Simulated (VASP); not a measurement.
Here is a VASP 6.6.1 calculation.

The input INCAR:

```
SYSTEM = NaF
  ALGO = Normal
  EDIFF = 1E-8
  ENCUT = 520
  GGA = PS
  IBRION = 8
  ISIF = 2
  ISMEAR = 0
  LASPH = .True.
  LCHARG = .False.
  LREAL = .False.
  LWAVE = .False.
  NBANDS = 14
  NELM = 80
  NSW = 1
  PREC = Accurate
  SIGMA = 0.01
```

File KPOINTS:

```
k-points
0
Gamma
  8 8 8
  0 0 0
```

Contents of POSCAR:

```
NaF
1.0
    0.0000000000      2.3151018913      2.3151018913
    2.3151018913      0.0000000000      2.3151018913
    2.3151018913      2.3151018913      0.0000000000
Na F
1 1
Direct
    0.0000000000      0.0000000000      0.0000000000
    0.5000000000      0.5000000000      0.5000000000
```

Potentials or basis: VASP PAW PBE potentials, release 64 (Na_pv, F).

Command:

```bash
$ cat potpaw_PBE.64/Na_pv/POTCAR potpaw_PBE.64/F/POTCAR > POTCAR
$ mpirun -np 1 vasp_std > vasp.out
```

**Question.** Predict the highest phonon frequency at Γ, LO-TO splitting left out.

**Answer.** 241 cm⁻¹.

Phonon frequencies in cm⁻¹ (negative: imaginary):
```tsv
q point	frequencies
(0.000, 0.000, 0.000)	-1 -1 -1 241 241 241
```
